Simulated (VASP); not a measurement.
Write the native input for VASP 6.6.1 that does the following.

```yaml
Task: single point
Functional: PBE
Dispersion: D3(BJ)
Potentials_or_basis: VASP PAW PBE potentials, release 64 (S, Mo_sv)
Cutoff: 520 eV
k_mesh: 12 × 12 × 1
Occupations: gaussian, width 0.02 eV
Spin: no spin polarisation
Dipole_correction: yes
Further_INCAR_settings: ALGO = Normal; EDIFF = 1e-06; NBANDS = 64
```

The structure of MoS2 lies in POSCAR:

```
MoS2
1.0
    3.1505197702      0.0000000000      0.0000000000
   -1.5752598851      2.7284301562      0.0000000000
    0.0000000000      0.0000000000     68.5325735331
S Mo
8 4
Direct
    0.3333333333      0.6666666667      0.3446932423
    0.3333333333      0.6666666667      0.3904278248
    0.6666666667      0.3333333333      0.4330415645
    0.6666666667      0.3333333333      0.4787283615
    0.3333333333      0.6666666667      0.5212716385
    0.3333333333      0.6666666667      0.5669584355
    0.6666666667      0.3333333333      0.6095721752
    0.6666666667      0.3333333333      0.6553067577
    0.6666666667      0.3333333333      0.3675722296
    0.3333333333      0.6666666667      0.4558852597
    0.6666666667      0.3333333333      0.5441147403
    0.3333333333      0.6666666667      0.6324277704
```

This cell differs from its parent crystal: a layer taken out of the bulk.

One way to write it, as run:

INCAR

```
ALGO     = Normal         # electronic algorithm
DIPOL    = 0.5 0.5 0.500
EDIFF    = 1E-6           # SCF threshold, eV
ENCUT    = 520            # plane-wave cutoff, eV
GGA      = PE             # functional
IDIPOL   = 3            
ISIF     = 2              # what is computed and relaxed
ISMEAR   = 0              # smearing method
IVDW     = 12             # dispersion correction
KPAR     = 4            
LASPH    = True           # aspherical terms in the spheres
LCHARG   = False          # write CHGCAR
LDIPOL   = True         
LREAL    = False          # projectors in reciprocal space
LWAVE    = False          # write WAVECAR
NBANDS   = 64             # bands
NELM     = 100            # most SCF steps
PREC     = Accurate       # precision mode
SIGMA    = 0.02           # smearing width, eV
```

KPOINTS

```
k-points
0
Gamma
  12 12 1
```

Potentials or basis: VASP PAW PBE potentials, release 64 (S, Mo_sv).

The run is started by

```console
$ cat potpaw_PBE.64/S/POTCAR potpaw_PBE.64/Mo_sv/POTCAR > POTCAR
$ mpirun -np 4 vasp_std > vasp.out
```

It gave:

```yaml
Largest_force: 0.013 eV/Å
Band_gap_on_the_k_mesh: 0.94 eV (least direct gap 1.72 eV)
Dispersion_energy_per_atom: -0.406 eV
```

Caveat: the cell differs from its parent crystal (a layer taken out of the bulk).

Wall time 9.6 min on 4 MPI ranks on AMD EPYC 7R13 Processor (Zen 3), with other jobs on the host, peak memory 0.94 GiB a rank.
